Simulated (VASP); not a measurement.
# Ge in VASP: notebook

Runs on Ge. Level: PBEsol. Tasks: single point.

All numbers are computed with VASP 6.6.1; they aren't measurements. Logs are shortened: lines on timing, memory, paths and dates and some standing lists are left out, and cuts for length are marked.

### Step 1. The cell of the first run

The typed cell holds 4 atoms: a = 5.373 Å, b = 5.373 Å, c = 4.574 Å, α = 90.00°, β = 90.00°, γ = 145.45°.

### Step 2. Single point, PBEsol

INCAR reads:

```
SYSTEM = Ge
PREC = Accurate ; ENCUT = 520
EDIFF = 1E-6 ; ISMEAR = 0
SIGMA = 0.1 ; LREAL = .FALSE.
LASPH = .TRUE. ; NELM = 60
ALGO = Normal ; ISIF = 2
LWAVE = .FALSE. ; LCHARG = .TRUE.
GGA = PS ; LELF = .TRUE.
LVHAR = .TRUE. ; NBANDS = 36
```

KPOINTS reads:

```
regular mesh
0
G
  6 6 4
  0 0 0
```

POSCAR reads:

```
Ge
1.0
    1.5957926639     -5.1307837949      0.0000000000
    1.5957926639      5.1307837949      0.0000000000
    0.0000000000      0.0000000000      4.5735394398
Ge
4
Direct
    0.1348434192      0.8651565808      0.9998306065
    0.6348434192      0.3651565808      0.5001693935
    0.8651565808      0.1348434192      0.0001693935
    0.3651565808      0.6348434192      0.4998306065
```

Potentials or basis: VASP PAW PBE potentials, release 64 (Ge_d).

Started as:

```console
$ cat potpaw_PBE.64/Ge_d/POTCAR > POTCAR
$ mpirun -np 1 vasp_std > vasp.out
```

OUTCAR:

```text
SYSTEM = Ge
   PREC = Accurate
   ENCUT = 520
   EDIFF = 1E-6
   ISMEAR = 0
   LREAL = .FALSE.
   LASPH = .TRUE.
   NELM = 60
   ISIF = 2
   GGA = PS

 ion  position               nearest neighbor table
   1  0.135  0.865  1.000-   3 2.77   2 2.79   2 2.79   2 2.79   2 2.79   3 2.85   3 2.85
   2  0.635  0.365  0.500-   4 2.77   1 2.79   1 2.79   1 2.79   1 2.79   4 2.85   4 2.85
   3  0.865  0.135  0.000-   1 2.77   4 2.79   4 2.79   4 2.79   4 2.79   1 2.85   1 2.85
   4  0.365  0.635  0.500-   2 2.77   3 2.79   3 2.79   3 2.79   3 2.79   2 2.85   2 2.85

  LATTYP: Found a base centered orthorhombic cell.
 ALAT       =     3.1915853278
 B/A-ratio  =     3.2151944992
 C/A-ratio  =     1.4329992684

  Lattice vectors:

 A1 = (   1.5957926639,  -5.1307837949,   0.0000000000)
 A2 = (   1.5957926639,   5.1307837949,   0.0000000000)
 A3 = (   0.0000000000,   0.0000000000,   4.5735394398)

Analysis of symmetry for initial positions (statically):
=====================================================================
 Subroutine PRICEL returns:
 Original cell was already a primitive cell.

 Routine SETGRP: Setting up the symmetry group for a
 base centered orthorhombic supercell.

 Subroutine GETGRP returns: Found  8 space group operations
 (whereof  4 operations were pure point group operations)
 out of a pool of  8 trial point group operations.

The static configuration has the point symmetry C_2h.
 The point group associated with its full space group is D_2h.

Analysis of symmetry for dynamics (positions and initial velocities):
=====================================================================
 Subroutine PRICEL returns:
 Original cell was already a primitive cell.

 Routine SETGRP: Setting up the symmetry group for a
 base centered orthorhombic supercell.

 Subroutine GETGRP returns: Found  8 space group operations
 (whereof  4 operations were pure point group operations)
 out of a pool of  8 trial point group operations.

The dynamic configuration has the point symmetry C_2h.
 The point group associated with its full space group is D_2h.

 Subroutine INISYM returns: Found  8 space group operations
 (whereof  4 operations are pure point group operations),
 and found     1 'primitive' translations

----------------------------------------------------------------------------------------

                                     Primitive cell

  volume of cell :      74.8932

  direct lattice vectors                    reciprocal lattice vectors
     1.595792664 -5.130783795  0.000000000     0.313323912 -0.097450998  0.000000000
     1.595792664  5.130783795  0.000000000     0.313323912  0.097450998  0.000000000
     0.000000000  0.000000000  4.573539440     0.000000000  0.000000000  0.218649038

  length of vectors
     5.373220317  5.373220317  4.573539440     0.328128893  0.328128893  0.218649038

  position of ions in fractional coordinates (direct lattice)
     0.134843419  0.865156581  0.999830606
     0.634843419  0.365156581  0.500169394
     0.865156581  0.134843419  0.000169394
     0.365156581  0.634843419  0.499830606

  ion indices of the primitive-cell ions
   primitive index   ion index
                 1           1
                 2           2
                 3           3
                 4           4

----------------------------------------------------------------------------------------

 KPOINTS: regular mesh

Automatic generation of k-mesh.
 Grid dimensions read from file:
 generate k-points for:    6    6    4

 Generating k-lattice:

  Cartesian coordinates                     Fractional coordinates (reciprocal lattice)
     0.052220652 -0.016241833  0.000000000     0.166666667  0.000000000  0.000000000
     0.052220652  0.016241833  0.000000000     0.000000000  0.166666667  0.000000000
     0.000000000  0.000000000  0.054662260     0.000000000  0.000000000  0.250000000

  Length of vectors
     0.054688149  0.054688149  0.054662260

  Shift w.r.t. Gamma in fractional coordinates (k-lattice)
     0.000000000  0.000000000  0.000000000

 Subroutine IBZKPT returns following result:
 ===========================================

 Found     39 irreducible k-points:

 Following reciprocal coordinates:
            Coordinates               Weight
  0.000000  0.000000  0.000000      1.000000
  0.166667  0.000000  0.000000      4.000000
  0.333333  0.000000  0.000000      4.000000
  0.500000  0.000000  0.000000      2.000000
  0.166667  0.166667  0.000000      2.000000
  0.333333  0.166667  0.000000      4.000000
[... 16 lines left out ...]
  0.333333  0.333333  0.250000      4.000000
  0.500000  0.333333  0.250000      8.000000
 [... further k-points ...]
   k-points           NKPTS =     39   k-points in BZ     NKDIM =     39   number of bands    NBANDS=     36
   number of dos      NEDOS =    301   number of ions     NIONS =      4
   total plane-waves  NPLWV =  57600
   dimension x,y,z NGX =    40 NGY =   40 NGZ =   36
   dimension x,y,z NGXF=    80 NGYF=   80 NGZF=   72
   ions per type =               4
   NGX,Y,Z   is equivalent  to a cutoff of  12.38, 12.38, 13.09 a.u.
   NGXF,Y,Z  is equivalent  to a cutoff of  24.75, 24.75, 26.17 a.u.
 SYSTEM =  Ge
   PREC   = accura    normal or accurate (medium, high low for compatibility)
   ISTART =      0    job   : 0-new  1-cont  2-samecut
   ICHARG =      2    charge: 1-file 2-atom 10-const
   ISPIN  =      1    spin polarized calculation?
   LNONCOLLINEAR =      F non collinear calculations
   LSORBIT =      F    spin-orbit coupling
   LASPH  =      T    aspherical Exc in radial PAW
   ENCUT  =  520.0 eV  38.22 Ry    6.18 a.u.   9.99  9.99  8.50*2*pi/ulx,y,z
   NELM   =     60;   NELMIN=  2; NELMDL= -5     # of ELM steps
   EDIFF  = 0.1E-05   stopping-criterion for ELM
   LREAL  =      F    real-space projection
   EDIFFG = 0.1E-04   stopping-criterion for IOM
   NSW    =      0    number of steps for IOM
   IBRION =     -1    ionic relax: 0-MD 1-quasi-New 2-CG
   NFREE  =      0    steps in history (QN), initial steepest desc. (CG)
   ISIF   =      2    stress and relaxation
   ISYM   =      2    0-nonsym 1-usesym 2-fastsym
   POTIM  = 0.5000    time-step for ionic-motion
   TEBEG  =    0.0;   TEEND  =   0.0 temperature during run
   PSTRESS=    0.0 pullay stress
   NELECT =      56.0000    total number of electrons
   NUPDOWN=      -1.0000    fix difference up-down
   EMIN   =  10.00;   EMAX   =-10.00  energy-range for DOS
   EFERMI =   0.00;   METHOD = LEGACY
   ISMEAR =     0;   SIGMA  =   0.10  broadening in eV -4-tet -1-fermi 0-gaus
   EFERMI_NEDOS =   21; number of points for ismear=-14 and -15
   IALGO  =     38    algorithm
   IMIX   =      4    mixing-type and parameters
     AMIX     =   0.40;   BMIX     =  1.00
     AMIX_MAG =   1.60;   BMIX_MAG =  1.00
  volume/ion in A,a.u.               =      18.72       126.35
  Fermi-wavevector in a.u.,A,eV,Ry     =   1.485901  2.807946 30.040341  2.207903
  Thomas-Fermi vector in A             =   2.599255
   LORBIT       =      0    0 simple, 1 ext, 2 COOP (PROOUT), +10 PAW based schemes
   GGA     = PS    functional components
   LHFCALC =     F    Hartree Fock is set to
   AEXX    =    0.0000 exact exchange contribution
   IVDW    =     0    specifies the selected vdW correction
   LEPSILON=     F    determine dielectric tensor
   LRPA    =     F    only Hartree local field effects (RPA)
 non-spin polarized calculation
 Gauss-broadening in eV      SIGMA  =   0.10
  energy-cutoff  :      520.00
  volume of cell :       74.89
 maximum number of plane-waves:      2034
   NGX = 19   NGY = 19   NGZ = 17

 number of electron      55.9999979 magnetization

 Free energy of the ion-electron system (eV)
  ---------------------------------------------------
  ext. energy  EPLUGINS =         0.00000000
  ---------------------------------------------------
  free energy    TOTEN  =       -18.75924678 eV

  energy without entropy =      -18.75344162  energy(sigma->0) =      -18.75634420

 E-fermi :   6.6569     XC(G=0): -11.4280

 val. band max:        6.5985094587   @ k =   0.3333   0.1667   0.5000
 cond. band min:       6.7301937019   @ k =   0.3333   0.0000   0.2500
 fundamental gap:      0.1316842431
 Fermi energy:         6.6569158456

 k-point     1 :       0.0000    0.0000    0.0000
  band No.  band energies     occupation
      1     -18.0307      2.00000
      2     -18.0191      2.00000
      3     -18.0183      2.00000
      4     -18.0071      2.00000
      5     -17.9923      2.00000
      6     -17.9904      2.00000
[... 28 lines left out ...]
     35      14.4019      0.00000
     36      14.7366      0.00000

 k-point     2 :       0.1667    0.0000    0.0000
  band No.  band energies     occupation
      1     -18.0223      2.00000
      2     -18.0118      2.00000
      3     -18.0101      2.00000
      4     -17.9906      2.00000
      5     -17.9826      2.00000
      6     -17.9724      2.00000
[... 28 lines left out ...]
     35      13.4916      0.00000
     36      14.2563      0.00000

 k-point     3 :       0.3333    0.0000    0.0000
  band No.  band energies     occupation
      1     -17.9957      2.00000
      2     -17.9956      2.00000
      3     -17.9843      2.00000
      4     -17.9712      2.00000
      5     -17.9670      2.00000
      6     -17.9587      2.00000
[... 28 lines left out ...]
     35      11.5406      0.00000
     36      13.1726      0.00000

 k-point     4 :       0.5000    0.0000    0.0000
  band No.  band energies     occupation
      1     -17.9815      2.00000
      2     -17.9815      2.00000
      3     -17.9679      2.00000
      4     -17.9679      2.00000
      5     -17.9525      2.00000
      6     -17.9525      2.00000
[... 28 lines left out ...]
     35      12.2125      0.00000
     36      12.2125      0.00000

 k-point     5 :       0.1667    0.1667    0.0000
  band No.  band energies     occupation
      1     -17.9965      2.00000
      2     -17.9943      2.00000
      3     -17.9860      2.00000
      4     -17.9726      2.00000
      5     -17.9628      2.00000
      6     -17.9570      2.00000
[... 655 lines left out ...]
 k-point    22 :      -0.1667    0.1667    0.2500
  band No.  band energies     occupation
      1     -18.0065      2.00000
      2     -18.0021      2.00000
      3     -18.0012      2.00000
      4     -17.9879      2.00000
      5     -17.9777      2.00000
      6     -17.9676      2.00000
[... 28 lines left out ...]
     35      13.2765      0.00000
     36      13.6621      0.00000

 k-point    23 :       0.3333    0.3333    0.2500
  band No.  band energies     occupation
      1     -18.0300      2.00000
      2     -18.0011      2.00000
      3     -18.0009      2.00000
      4     -17.9843      2.00000
      5     -17.9638      2.00000
      6     -17.9609      2.00000
[... 28 lines left out ...]
     35      11.8852      0.00000
     36      13.3802      0.00000

 k-point    24 :       0.5000    0.3333    0.2500
  band No.  band energies     occupation
      1     -18.0227      2.00000
      2     -18.0019      2.00000
      3     -17.9971      2.00000
      4     -17.9892      2.00000
      5     -17.9838      2.00000
      6     -17.9621      2.00000
[... 28 lines left out ...]
     35      13.9416      0.00000
     36      14.4975      0.00000

 [... further k-points ...]
[... 5 lines left out ...]
  --------------------------------------------------------------------------------------
  -------------------------------------------------------------------------------------
  Total        0.0467799      0.0367798     -0.0264198      0.0000000      0.0000000      0.0000000
  in kB        1.0007543      0.7868226     -0.5651939      0.0000000      0.0000000      0.0000000
  external PRESSURE =       0.4074610 kB  Pullay stress =       0.0000000 kB

 VOLUME and BASIS-vectors are now :
 -----------------------------------------------------------------------------
  energy-cutoff  :      520.00
  volume of cell :       74.89
      direct lattice vectors                 reciprocal lattice vectors
     1.595792664 -5.130783795  0.000000000     0.313323912 -0.097450998  0.000000000
     1.595792664  5.130783795  0.000000000     0.313323912  0.097450998  0.000000000
     0.000000000  0.000000000  4.573539440     0.000000000  0.000000000  0.218649038

 POSITION                                       TOTAL-FORCE (eV/Angst)
 -----------------------------------------------------------------------------------
      1.59579      3.74708      4.57276         0.000000      0.021748      0.004862
      1.59579     -1.38370      2.28754         0.000000      0.021748     -0.004862
      1.59579     -3.74708      0.00077         0.000000     -0.021748     -0.004862
      1.59579      1.38370      2.28599         0.000000     -0.021748      0.004862
 -----------------------------------------------------------------------------------
    total drift:                               -0.000000     -0.000000     -0.000000

  FREE ENERGIE OF THE ION-ELECTRON SYSTEM (eV)
  ---------------------------------------------------
  free  energy   TOTEN  =       -18.7592467815 eV

  energy  without entropy=      -18.7534416169  energy(sigma->0) =      -18.75634420
```

Run time: 66 s. Hardware: 1 thread of AMD EPYC 9R45 (Zen 5), shared host; peak memory 0.22 GiB.

What came out:

- Free energy: -18.7592 eV
- Pressure: 0.0 GPa
- Largest force: 0.022 eV/Å
- Band gap on the k mesh: zero (band 28 reaches 9.22 eV, above the bottom of band 29 at 5.12 eV)

Forces in eV/Å, atoms in the order of the input:
```
Ge   0.000  0.022  0.005
Ge   0.000  0.022 -0.005
Ge   0.000 -0.022 -0.005
Ge   0.000 -0.022  0.005
```

Caveat: the PAW data sets were made with another functional, which shifts forces and pressure a little.

[end of part 1 of 2]
